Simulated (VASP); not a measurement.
# SiC (Cmc2_1) in VASP: a series of runs

The runs below take SiC through single point, with PBE, r2SCAN.

Everything below comes from runs of VASP 6.6.1. Logs are shortened: lines on timing, memory, paths and dates and some standing lists are left out, and cuts for length are marked.

## 1. The cell of the first run

It takes space group Cmc2_1 (No. 36, orthorhombic). The conventional cell has a = 2.898 Å, b = 5.327 Å, c = 5.048 Å, α = 90.00°, β = 90.00°, γ = 90.00°. Within 2.4 Å of Si (site symmetry m) lie 4 C at 1.83 to 1.88 Å. C (site symmetry m) has 4 Si at 1.83 to 1.88 Å within 2.4 Å.

## 2. Single point, PBE (uniaxial x strain -5.8%)

INCAR

```
ALGO     = Normal         # electronic algorithm
EDIFF    = 1E-6           # SCF threshold, eV
ENCUT    = 520            # plane-wave cutoff, eV
GGA      = PE             # functional
ISIF     = 2              # what is computed and relaxed
ISMEAR   = -1             # smearing method
LASPH    = T              # aspherical terms in the spheres
LCHARG   = F              # write CHGCAR
LREAL    = F              # projectors in reciprocal space
LWAVE    = F              # write WAVECAR
NBANDS   = 16             # bands
NELM     = 80             # most SCF steps
PREC     = Accurate       # precision mode
SIGMA    = 0.02           # smearing width, eV
```

KPOINTS

```
k-points
0
Gamma
  12 12 6
```

POSCAR

```
SiC
1.0
    2.8979083451      0.0000000000      0.0000000000
   -1.4489541726      2.6633367767      0.0000000000
    0.0000000000      0.0000000000      5.0481087359
Si C
2 2
Direct
    0.3342078145      0.6684156290      0.5013491940
    0.6657921855      0.3315843710      1.0013491940
    0.3382966781      0.6765933563      0.8736508060
    0.6617033219      0.3234066437      0.3736508060
```

Potentials or basis: VASP PAW PBE potentials, release 64 (Si, C).

Command:

```sh
$ cat potpaw_PBE.64/Si/POTCAR potpaw_PBE.64/C/POTCAR > POTCAR
$ mpirun -np 1 vasp_std > vasp.out
```

OUTCAR:

```text
EDIFF = 1E-6
   ENCUT = 520
   GGA = PE
   ISIF = 2
   ISMEAR = -1
   LASPH = T
   LREAL = F
   NELM = 80
   PREC = Accurate

 ion  position               nearest neighbor table
   1  0.334  0.668  0.501-   4 1.83   4 1.83   4 1.86   3 1.88   2 3.05   2 3.05   2 3.05   2 3.05
                             2 3.08   2 3.08
   2  0.666  0.332  0.001-   3 1.83   3 1.83   3 1.86   4 1.88   1 3.05   1 3.05   1 3.05   1 3.05
                             1 3.08   1 3.08
   3  0.338  0.677  0.874-   2 1.83   2 1.83   2 1.86   1 1.88
   4  0.662  0.323  0.374-   1 1.83   1 1.83   1 1.86   2 1.88

  LATTYP: Found a base centered orthorhombic cell.
 ALAT       =     2.8979083451
 B/A-ratio  =     1.8381097395
 C/A-ratio  =     1.7419835739

  Lattice vectors:

 A1 = (   1.4489541726,  -2.6633367767,   0.0000000000)
 A2 = (   1.4489541725,   2.6633367767,   0.0000000000)
 A3 = (   0.0000000000,   0.0000000000,   5.0481087359)

Analysis of symmetry for initial positions (statically):
=====================================================================
 Subroutine PRICEL returns:
 Original cell was already a primitive cell.

 Routine SETGRP: Setting up the symmetry group for a
 base centered orthorhombic supercell.

 Subroutine GETGRP returns: Found  4 space group operations
 (whereof  2 operations were pure point group operations)
 out of a pool of  8 trial point group operations.

The static configuration has the point symmetry C_1h.
 The point group associated with its full space group is C_2v.

Analysis of symmetry for dynamics (positions and initial velocities):
=====================================================================
 Subroutine PRICEL returns:
 Original cell was already a primitive cell.

 Routine SETGRP: Setting up the symmetry group for a
 base centered orthorhombic supercell.

 Subroutine GETGRP returns: Found  4 space group operations
 (whereof  2 operations were pure point group operations)
 out of a pool of  8 trial point group operations.

The dynamic configuration has the point symmetry C_1h.
 The point group associated with its full space group is C_2v.

 Subroutine INISYM returns: Found  4 space group operations
 (whereof  2 operations are pure point group operations),
 and found     1 'primitive' translations

----------------------------------------------------------------------------------------

                                     Primitive cell

  volume of cell :      38.9618

  direct lattice vectors                    reciprocal lattice vectors
     2.897908345  0.000000000  0.000000000     0.345076476  0.187734426  0.000000000
    -1.448954173  2.663336777  0.000000000     0.000000000  0.375468851  0.000000000
     0.000000000  0.000000000  5.048108736     0.000000000  0.000000000  0.198093990

  length of vectors
     2.897908345  3.031968169  5.048108736     0.392838375  0.375468851  0.198093990

  position of ions in fractional coordinates (direct lattice)
     0.334207814  0.668415629  0.501349194
     0.665792186  0.331584371  0.001349194
     0.338296678  0.676593356  0.873650806
     0.661703322  0.323406644  0.373650806

  ion indices of the primitive-cell ions
   primitive index   ion index
                 1           1
                 2           2
                 3           3
                 4           4

----------------------------------------------------------------------------------------

 KPOINTS: k-points

Automatic generation of k-mesh.
 Grid dimensions read from file:
 generate k-points for:   12   12    6

 Generating k-lattice:

  Cartesian coordinates                     Fractional coordinates (reciprocal lattice)
     0.028756373  0.015644535  0.000000000     0.083333333  0.000000000  0.000000000
     0.000000000  0.031289071  0.000000000     0.000000000  0.083333333  0.000000000
     0.000000000  0.000000000  0.033015665     0.000000000  0.000000000  0.166666667

  Length of vectors
     0.032736531  0.031289071  0.033015665

  Shift w.r.t. Gamma in fractional coordinates (k-lattice)
     0.000000000  0.000000000  0.000000000

 Subroutine IBZKPT returns following result:
 ===========================================

 Found    172 irreducible k-points:

 Following reciprocal coordinates:
            Coordinates               Weight
  0.000000  0.000000  0.000000      1.000000
  0.083333  0.000000  0.000000      4.000000
  0.166667  0.000000  0.000000      4.000000
  0.250000  0.000000  0.000000      4.000000
  0.333333  0.000000  0.000000      4.000000
  0.416667  0.000000  0.000000      4.000000
[... 16 lines left out ...]
  0.333333  0.166667  0.000000      4.000000
  0.416667  0.166667  0.000000      4.000000
 [... further k-points ...]
   k-points           NKPTS =    172   k-points in BZ     NKDIM =    172   number of bands    NBANDS=     16
   number of dos      NEDOS =    301   number of ions     NIONS =      4
   total plane-waves  NPLWV =  23040
   dimension x,y,z NGX =    24 NGY =   24 NGZ =   40
   dimension x,y,z NGXF=    48 NGYF=   48 NGZF=   80
   ions per type =               2   2
   NGX,Y,Z   is equivalent  to a cutoff of  13.77, 13.16, 13.17 a.u.
   NGXF,Y,Z  is equivalent  to a cutoff of  27.54, 26.32, 26.35 a.u.
 SYSTEM =  unknown system
   PREC   = accura    normal or accurate (medium, high low for compatibility)
   ISTART =      0    job   : 0-new  1-cont  2-samecut
   ICHARG =      2    charge: 1-file 2-atom 10-const
   ISPIN  =      1    spin polarized calculation?
   LNONCOLLINEAR =      F non collinear calculations
   LSORBIT =      F    spin-orbit coupling
   LASPH  =      T    aspherical Exc in radial PAW
   ENCUT  =  520.0 eV  38.22 Ry    6.18 a.u.   5.39  5.64  9.39*2*pi/ulx,y,z
   NELM   =     80;   NELMIN=  2; NELMDL= -5     # of ELM steps
   EDIFF  = 0.1E-05   stopping-criterion for ELM
   LREAL  =      F    real-space projection
   EDIFFG = 0.1E-04   stopping-criterion for IOM
   NSW    =      0    number of steps for IOM
   IBRION =     -1    ionic relax: 0-MD 1-quasi-New 2-CG
   NFREE  =      0    steps in history (QN), initial steepest desc. (CG)
   ISIF   =      2    stress and relaxation
   ISYM   =      2    0-nonsym 1-usesym 2-fastsym
   POTIM  = 0.5000    time-step for ionic-motion
   TEBEG  =    0.0;   TEEND  =   0.0 temperature during run
   PSTRESS=    0.0 pullay stress
   NELECT =      16.0000    total number of electrons
   NUPDOWN=      -1.0000    fix difference up-down
   EMIN   =  10.00;   EMAX   =-10.00  energy-range for DOS
   EFERMI =   0.00;   METHOD = LEGACY
   ISMEAR =    -1;   SIGMA  =   0.02  broadening in eV -4-tet -1-fermi 0-gaus
   EFERMI_NEDOS =   21; number of points for ismear=-14 and -15
   IALGO  =     38    algorithm
   IMIX   =      4    mixing-type and parameters
     AMIX     =   0.40;   BMIX     =  1.00
     AMIX_MAG =   1.60;   BMIX_MAG =  1.00
  volume/ion in A,a.u.               =       9.74        65.73
  Fermi-wavevector in a.u.,A,eV,Ry     =   1.216844  2.299502 20.146284  1.480710
  Thomas-Fermi vector in A             =   2.352185
   LORBIT       =      0    0 simple, 1 ext, 2 COOP (PROOUT), +10 PAW based schemes
   GGA     = PE    functional components
   LHFCALC =     F    Hartree Fock is set to
   AEXX    =    0.0000 exact exchange contribution
   IVDW    =     0    specifies the selected vdW correction
   LEPSILON=     F    determine dielectric tensor
   LRPA    =     F    only Hartree local field effects (RPA)
 non-spin polarized calculation
  energy-cutoff  :      520.00
  volume of cell :       38.96
 maximum number of plane-waves:      1067
 NGX is ok and might be reduce to    24
   NGX = 11   NGY = 11   NGZ = 19

 number of electron      16.0000001 magnetization

 Free energy of the ion-electron system (eV)
  ---------------------------------------------------
  ext. energy  EPLUGINS =         0.00000000
  ---------------------------------------------------
  free energy    TOTEN  =       -29.80674487 eV

  energy without entropy =      -29.80674487  energy(sigma->0) =      -29.80674487

 E-fermi :   9.7726     XC(G=0): -11.6196

 val. band max:        9.3897785030   @ k =   0.0000   0.0000   0.0000
 cond. band min:      10.9679246029   @ k =   0.3333   0.3333   0.0000
 fundamental gap:      1.5781460999
 Fermi energy:         9.7726436224

 k-point     1 :       0.0000    0.0000    0.0000
  band No.  band energies     occupation
      1      -7.0993      2.00000
      2      -3.5293      2.00000
      3      -0.2040      2.00000
      4       7.4434      2.00000
      5       8.2655      2.00000
      6       8.5930      2.00000
[... 8 lines left out ...]
     15      18.8492      0.00000
     16      20.1667      0.00000

 k-point     2 :       0.0833    0.0000    0.0000
  band No.  band energies     occupation
      1      -6.9655      2.00000
      2      -3.4128      2.00000
      3      -0.0773      2.00000
      4       7.0991      2.00000
      5       7.6547      2.00000
      6       8.5343      2.00000
[... 8 lines left out ...]
     15      18.8499      0.00000
     16      19.8559      0.00000

 k-point     3 :       0.1667    0.0000    0.0000
  band No.  band energies     occupation
      1      -6.5673      2.00000
      2      -3.0716      2.00000
      3       0.2957      2.00000
      4       5.7825      2.00000
      5       6.8598      2.00000
      6       7.6110      2.00000
[... 8 lines left out ...]
     15      18.9284      0.00000
     16      19.4485      0.00000
[... 362 lines left out ...]
 k-point    23 :       0.3333    0.1667    0.0000
  band No.  band energies     occupation
      1      -3.7905      2.00000
      2      -1.5533      2.00000
      3       1.4555      2.00000
      4       2.8225      2.00000
      5       3.4256      2.00000
      6       4.1592      2.00000
[... 8 lines left out ...]
     15      20.5217      0.00000
     16      21.7909      0.00000

 k-point    24 :       0.4167    0.1667    0.0000
  band No.  band energies     occupation
      1      -3.0114      2.00000
      2      -1.8640      2.00000
      3       1.4394      2.00000
      4       2.6759      2.00000
      5       3.3818      2.00000
      6       4.1050      2.00000
[... 8 lines left out ...]
     15      19.8339      0.00000
     16      21.5299      0.00000

 [... further k-points ...]

------------------------ aborting loop because EDIFF is reached ----------------------------------------

  FORCE on cell =-STRESS in cart. coord.  units (eV):
  Direction    XX          YY          ZZ          XY          YZ          ZX
  --------------------------------------------------------------------------------------
  -------------------------------------------------------------------------------------
  Total        9.2782122      2.6448420      1.6976290     -0.0000000      0.0000000      0.0000000
  in kB      381.5359380    108.7604200     69.8094068     -0.0000000      0.0000000      0.0000000
  external PRESSURE =     186.7019216 kB  Pullay stress =       0.0000000 kB

 VOLUME and BASIS-vectors are now :
 -----------------------------------------------------------------------------
  energy-cutoff  :      520.00
  volume of cell :       38.96
      direct lattice vectors                 reciprocal lattice vectors
     2.897908345  0.000000000  0.000000000     0.345076476  0.187734426  0.000000000
    -1.448954173  2.663336777  0.000000000     0.000000000  0.375468851  0.000000000
     0.000000000  0.000000000  5.048108736     0.000000000  0.000000000  0.198093990

 POSITION                                       TOTAL-FORCE (eV/Angst)
 -----------------------------------------------------------------------------------
     -0.00000      1.78022      2.53087        -0.000000      0.037226      0.041647
      1.44895      0.88312      0.00681         0.000000     -0.037226      0.041647
     -0.00000      1.80200      4.41028        -0.000000      0.041614     -0.041647
      1.44895      0.86134      1.88623         0.000000     -0.041614     -0.041647
 -----------------------------------------------------------------------------------
    total drift:                                0.000000      0.000000      0.000090

  FREE ENERGIE OF THE ION-ELECTRON SYSTEM (eV)
  ---------------------------------------------------
  free  energy   TOTEN  =       -29.8067448701 eV

  energy  without entropy=      -29.8067448701  energy(sigma->0) =      -29.80674487
```

Run time: 1.9 min. Hardware: 1 thread of Intel Xeon 8259CL, shared host; peak memory 0.22 GiB.

Results:

| Quantity | Value |
| --- | --- |
| Free energy | -29.8067 eV |
| Pressure | 18.7 GPa |
| Largest force | 0.059 eV/Å |
| Band gap on the k mesh | 1.58 eV (least direct gap 4.18 eV) |

Forces in eV/Å, atoms in the order of the input:
```
Si   0.000  0.037  0.042
Si   0.000 -0.037  0.042
C    0.000  0.042 -0.042
C    0.000 -0.042 -0.042
```

Stress tensor (GPa, compression positive):
```
38.15  0.00  0.00
 0.00 10.88  0.00
 0.00  0.00  6.98
```

Levels at points of the mesh, in eV from the valence-band top:
```tsv
k point	band 6	band 7	band 8	band 9	band 10	band 11
(0.00, 0.00, 0.00)	-0.80	-0.63	0.00	4.92	5.70	6.83
(0.50, 0.00, 0.00)	-4.04	-3.77	-1.88	2.30	3.44	6.56
(0.00, 0.50, 0.00)	-4.12	-3.01	-1.05	3.50	3.90	7.75
(0.00, 0.00, 0.50)	-1.34	-0.60	-0.60	5.86	5.86	7.46
(0.50, 0.00, 0.50)	-3.13	-2.92	-2.92	2.72	2.72	4.90
(0.00, 0.50, 0.50)	-3.10	-2.19	-2.19	2.94	2.94	5.51
```

Caveat: the cell differs from its parent crystal (uniaxial x strain -5.8%); the cell stands under pressure. A k mesh can miss the band edges.

## 3. Single point, PBE (uniaxial y strain +2.1%)

INCAR

```
SYSTEM = SiC
PREC = Accurate
ENCUT = 520
EDIFF = 1E-6
ISMEAR = -1
SIGMA = 0.02
LREAL = .FALSE.
LASPH = .TRUE.
NELM = 60
ALGO = Normal
ISIF = 2
LWAVE = .FALSE.
LCHARG = .FALSE.
GGA = PE
NBANDS = 16
```

KPOINTS

```
regular mesh
0
G
  12 12 6
  0 0 0
```

POSCAR

```
SiC
1.0
    3.0753564100      0.0000000000      0.0000000000
   -1.5376782050      2.7184678480      0.0000000000
    0.0000000000      0.0000000000      5.0481087359
Si C
2 2
Direct
    0.3334038428      0.6668076856      0.4991215363
    0.6665961572      0.3331923144      0.9991215363
    0.3348616427      0.6697232855      0.8758784637
    0.6651383573      0.3302767145      0.3758784637
```

Potentials or basis: VASP PAW PBE potentials, release 64 (Si, C).

Command:

```sh
$ cat potpaw_PBE.64/Si/POTCAR potpaw_PBE.64/C/POTCAR > POTCAR
$ mpirun -np 1 vasp_std > vasp.out
```

Wall time 2.2 min (1 thread of Intel Xeon 8259CL, shared host); peak memory 0.22 GiB.

It converged, with:

```
Free energy            : -30.0945 eV
Pressure               : -1.0 GPa
Largest force          : 0.016 eV/Å
Band gap on the k mesh : 2.30 eV (least direct gap 3.80 eV)
```

Forces on the atoms (eV/Å):
```
Si   0.000  0.012 -0.009
Si   0.000 -0.012 -0.009
C    0.000  0.013  0.009
C    0.000 -0.013  0.009
```

Stress tensor (GPa, compression positive):
```
 1.44  0.00  0.00
 0.00 -6.74  0.00
 0.00  0.00  2.23
```

Levels at points of the mesh, in eV from the valence-band top:
```csv
k point,band 5,band 6,band 7,band 8,band 9,band 10,band 11,band 12
"(0.00, 0.00, 0.00)",-1.33,-0.17,-0.11,0.00,4.38,6.04,6.29,6.56
"(0.50, 0.00, 0.00)",-5.39,-3.50,-3.26,-1.33,2.48,4.16,6.54,6.86
"(0.00, 0.50, 0.00)",-5.48,-3.33,-3.20,-1.08,2.86,4.32,6.90,7.19
"(0.00, 0.00, 0.50)",-0.92,-0.92,-0.72,-0.72,5.50,5.50,7.01,7.01
"(0.50, 0.00, 0.50)",-2.61,-2.61,-2.30,-2.30,3.14,3.14,5.11,5.11
"(0.00, 0.50, 0.50)",-2.34,-2.34,-2.33,-2.33,3.31,3.31,5.22,5.22
```

Caveat: the cell differs from its parent crystal (uniaxial y strain +2.1%). A k mesh can miss the band edges.

## 4. Single point, r2SCAN (uniaxial x strain -5.8%)

POSCAR

```
SiC
1.0
    2.8979083451      0.0000000000      0.0000000000
   -1.4489541726      2.6633367767      0.0000000000
    0.0000000000      0.0000000000      5.0481087359
Si C
2 2
Direct
    0.3342078145      0.6684156290      0.5013491940
    0.6657921855      0.3315843710      1.0013491940
    0.3382966781      0.6765933563      0.8736508060
    0.6617033219      0.3234066437      0.3736508060
```

INCAR.step1

```
SYSTEM = SiC
PREC = Accurate
ENCUT = 520
ISMEAR = 0
SIGMA = 0.01
LREAL = .False.
LASPH = .True.
NELM = 80
NBANDS = 16
GGA = PE
ALGO = Normal
EDIFF = 1E-4
LWAVE = .True.
LCHARG = .False.
```

INCAR.step2

```
SYSTEM = SiC
PREC = Accurate
ENCUT = 520
EDIFF = 1E-6
ISMEAR = 0
SIGMA = 0.01
LREAL = .False.
LASPH = .True.
NELM = 80
ALGO = Normal
ISIF = 2
LWAVE = .False.
LCHARG = .False.
METAGGA = R2SCAN
LMIXTAU = .True.
NBANDS = 16
ISTART = 1
```

KPOINTS

```
regular mesh
0
Gamma
  12 12 6
  0 0 0
```

Command:

```sh
$ cat potpaw_PBE.64/Si/POTCAR potpaw_PBE.64/C/POTCAR > POTCAR
$ cp INCAR.step1 INCAR
$ mpirun -np 1 vasp_std > vasp.out
$ cp INCAR.step2 INCAR
$ mpirun -np 1 vasp_std > vasp.out
```

Wall time 6.3 min (1 thread of Intel Xeon 8259CL, shared host); peak memory 0.23 GiB.

It converged, with:

```
Free energy            : -38.3854 eV
Pressure               : 15.1 GPa
Band gap on the k mesh : 1.96 eV (least direct gap 4.72 eV)
```

Stress tensor (GPa, compression positive):
```
35.78  0.00  0.00
 0.00  6.69  0.00
 0.00  0.00  2.88
```

Levels at points of the mesh, in eV from the valence-band top:
```csv
k point,band 5,band 6,band 7,band 8,band 9,band 10,band 11,band 12
"(0.00, 0.00, 0.00)",-1.18,-0.82,-0.66,0.00,5.47,6.24,7.42,7.96
"(0.50, 0.00, 0.00)",-6.20,-4.20,-3.86,-1.97,2.75,3.87,7.13,7.14
"(0.00, 0.50, 0.00)",-6.46,-4.21,-3.16,-1.10,4.00,4.34,8.30,8.41
"(0.00, 0.00, 0.50)",-1.40,-1.40,-0.63,-0.63,6.43,6.43,8.07,8.07
"(0.50, 0.00, 0.50)",-3.28,-3.28,-3.05,-3.05,3.16,3.16,5.44,5.44
"(0.00, 0.50, 0.50)",-3.23,-3.23,-2.29,-2.29,3.38,3.38,6.08,6.08
```

Caveat: the cell differs from its parent crystal (uniaxial x strain -5.8%); the cell stands under pressure; the PAW data sets were made with another functional, which shifts forces and pressure a little. A k mesh can miss the band edges.

## 5. Summary

| level | cell | smearing | gap on the mesh (eV) | pressure (GPa) | largest force (eV/Å) |
| --- | --- | --- | --- | --- | --- |
| PBE | a = 2.898, b = 3.032, c = 5.048 Å, angles 90.0, 90.0, 118.5°, 4 atoms, uniaxial x strain -5.8% | fermi-dirac 0.02 eV | 1.58 | 18.7 | 0.06 |
| PBE | a = 3.075, b = 3.123, c = 5.048 Å, angles 90.0, 90.0, 119.5°, 4 atoms, uniaxial y strain +2.1% | fermi-dirac 0.02 eV | 2.30 | -1.0 | 0.02 |
| r2SCAN | a = 2.898, b = 3.032, c = 5.048 Å, angles 90.0, 90.0, 118.5°, 4 atoms, uniaxial x strain -5.8% | gaussian 0.01 eV | 1.96 | 15.1 | - |

Alike in all rows: task single point; potentials or basis VASP PAW PBE potentials, release 64 (Si, C); no spin polarisation; k mesh 12 × 12 × 6; cutoff (eV) 520.

Caveats: the cell stands under pressure (at least some runs); the PAW data sets were made with another functional, which shifts forces and pressure a little (at least some runs).

Absolute energies hang on the potentials; compare differences alone.
